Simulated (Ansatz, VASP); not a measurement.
## One calculation of Si, two programs

```xyz
1
Lattice="2.6205 0.0000 0.0000 -1.3103 2.2695 0.0000 0.0000 0.0000 2.8363" Properties=species:S:1:pos:R:3 pbc="T T T"
Si    0.0000    0.0000    0.0000
```

Change from the starting cell: strain +0.1500 x Voigt [0, 0, 1, 0, 0, 0], atoms carried along.

Alike in both runs: task single point; functional r2SCAN; k mesh 24 × 24 × 20; occupations gaussian, width 0.15 eV; no spin polarisation.

```csv
,VASP,Ansatz
version,VASP 6.6.1,Ansatz 0.2.0
potentials or method,"VASP PAW PBE potentials, release 64 (Si), cutoff 520 eV","scalar-relativistic, plane waves, PAW"
valence electrons in the cell,4,4
```

|  | VASP | Ansatz | Ansatz less VASP |
| --- | --- | --- | --- |
| gap on the k mesh at the Fermi level (eV) | none | none | - |
| pressure (GPa) | -8.4 | -8.4 | +0.04 |
| traceless stress, the component that is largest in VASP (GPa) | -12.59 | -12.59 | +0.003 |

VASP's potentials were made for PBE, not for r2SCAN. A gap of «none» marks a metal or a gap that the smearing closes.
